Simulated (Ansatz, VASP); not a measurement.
# HfB2: VASP beside Ansatz

File INCAR:

```
PREC     = Accurate       # precision mode
ENCUT    = 520            # plane-wave cutoff, eV
EDIFF    = 1E-6           # SCF threshold, eV
ISMEAR   = -1             # smearing method
SIGMA    = 0.05           # smearing width, eV
LREAL    = False          # projectors in reciprocal space
LASPH    = True           # aspherical terms in the spheres
NELM     = 60             # most SCF steps
ALGO     = Normal         # electronic algorithm
ISIF     = 2              # what is computed and relaxed
LWAVE    = False          # write WAVECAR
LCHARG   = False          # write CHGCAR
GGA      = PE             # functional
NBANDS   = 15             # bands
```

File KPOINTS:

```
Automatic mesh
0
Gamma
  13 13 11
```

POSCAR

```
HfB2
1.0
    3.1400001005      0.0000000000      0.0000000000
   -1.5700000503      2.7193198549      0.0000000000
    0.0000000000      0.0000000000      3.5148000000
Hf B
1 2
Direct
    0.0000000000      0.0000000000      0.0000000000
    0.3333333333      0.6666666667      0.5000000000
    0.6666666667      0.3333333333      0.5000000000
```

Input for Ansatz:

```yaml
crystal:
  lattice:
    - [3.1400001005, 0.0, 0.0]
    - [-1.5700000503, 2.7193198549, 0.0]
    - [0.0, 0.0, 3.5148]
  atoms:
    - { symbol: Hf, position: [0.0, 0.0, 0.0] }
    - { symbol: B, position: [0.3333333333, 0.6666666667, 0.5] }
    - { symbol: B, position: [0.6666666667, 0.3333333333, 0.5] }
kpoints:
  mp_grid: { grid: [13, 13, 11] }
  band_path:
    path:
      - [0.0, 0.0, 0.0]
      - [0.5, 0.0, 0.0]
      - [0.3333333333, 0.3333333333, 0.0]
      - [0.0, 0.0, 0.0]
      - [0.0, 0.0, 0.5]
      - [0.5, 0.0, 0.5]
      - [0.3333333333, 0.3333333333, 0.5]
      - [0.0, 0.0, 0.5]
      - [0.5, 0.0, 0.5]
    npoints: 5
scf:
  occupations: { method: fermi_dirac, width: 0.05 }
hamiltonian:
  xc: pbe
  pseudopotentials: { kind: all_electron, lapw: { basis_error: 0.0005 } }
output:
  forces: true
  stress: true
  eigenvalues: true
```

Change from the starting cell: zz strain of +1 %.

Alike in both runs: task single point; functional PBE; k mesh 13 × 13 × 11; occupations fermi-dirac, width 0.05 eV; no spin polarisation.

|  | VASP | Ansatz |
| --- | --- | --- |
| version | VASP 6.6.1 | Ansatz 0.2.0 |
| potentials or method | VASP PAW PBE potentials, release 64 (Hf_pv, B), cutoff 520 eV | all-electron LAPW, scalar-relativistic |

```tsv
	VASP	Ansatz	Ansatz less VASP
pressure (GPa)	-1.3	-0.8	+0.49
traceless stress, the component that is largest in VASP (GPa)	-1.96	-2.07	-0.111
```

Ansatz ran all-electron here, and VASP with PAW potentials.

Neither program's run includes spin-orbit coupling.
